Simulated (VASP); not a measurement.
Runs of VASP 6.6.1 on BeOs. The structure is that of space group Fm-3m (No. 225), or close to it. The cells are those of the table. 

```csv
task,spin,cell,k mesh,cutoff (eV),gap on the mesh (eV),pressure (GPa),relaxed volume (Å³/atom)
single point,off,"a = 3.266 Å, angles 60.0°, 2 atoms",6 × 6 × 6,600,none,-12.5,-
relaxation of cell and atoms,off,"relaxed from a = 3.266 Å, angles 60.0°, 2 atoms",6 × 6 × 6,600,none,-0.2,11.54
single point,"collinear, ferromagnetic start","a = 3.192 Å, angles 60.0°, 2 atoms",6 × 6 × 6,600,none,0.6,-
single point,off,"a = 3.192 Å, angles 60.0°, 2 atoms",6 × 6 × 6,520,none,0.5,-
single point,off,"a = 3.195 Å, angles 60.0°, 2 atoms",22 × 22 × 22,520,none,0.5,-
relaxation of cell and atoms,off,"relaxed from a = 3.192 Å, angles 60.0°, 2 atoms",22 × 22 × 22,600,none,0.0,(a)
```

Alike in all rows: level PBE; potentials or basis VASP PAW PBE potentials, release 64 (Be, Os); smearing gaussian 0.1 eV.

Problem. Fill in the values left out.

Solution. (a) 11.56.

Caveats: some runs use coarse meshes; spin-orbit coupling is left out, which moves the levels of the heavy elements.

A k mesh can miss the band edges, and the runs leave out spin-orbit coupling on Os.

A gap of «none» marks levels without a gap at the run's occupations.
